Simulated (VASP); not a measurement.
A run of VASP 6.6.1 is set up as follows.

File INCAR:

```
SYSTEM = MoP
  PREC = Accurate
  ENCUT = 400
  EDIFF = 1E-8
  ISMEAR = -1
  SIGMA = 0.08
  LREAL = .FALSE.
  LASPH = .TRUE.
  NELM = 200
  ALGO = Normal
  ISIF = 2
  LWAVE = .FALSE.
  LCHARG = .FALSE.
  LNONCOLLINEAR = .TRUE.
  MAGMOM = 0 0 0 0 0 0
  LORBIT = 11
  LSORBIT = .TRUE.
  GGA_COMPAT = .FALSE.
  LORBMOM = .TRUE.
  LMAXMIX = 4
  GGA = PE
  LEFG = .TRUE.
  NBANDS = 31
```

KPOINTS

```
Automatic mesh
0
G
  15 15 13
  0 0 0
```

File POSCAR:

```
MoP
1.0
    3.2230000535      0.0000000000      0.0000000000
   -1.6115000268      2.7911999227      0.0000000000
    0.0000000000      0.0000000000      3.1910000000
Mo P
1 1
Direct
    0.0000000000      0.0000000000      0.0000000000
    0.3333333333      0.6666666667      0.5000000000
```

Potentials or basis: VASP PAW PBE potentials, release 64 (Mo_sv, P).

Launch:

```sh
$ cat potpaw_PBE.64/Mo_sv/POTCAR potpaw_PBE.64/P/POTCAR > POTCAR
$ mpirun -np 1 vasp_ncl > vasp.out
```

Q: What does it give for the net moment?

A: 0.00 μB per cell.

Q: What does it give for the pressure?

A: 2.4 GPa.

Electric field gradients, principal values (V/Å²):
```tsv
atom	least	middle	greatest (by size)
1 Mo	3.847	3.848	-7.695
2 P	3.476	3.477	-6.953
```

Caveat: without QUAD_EFG the Cq values of the log hold for a quadrupole moment of 1 mb, not for the nuclei.
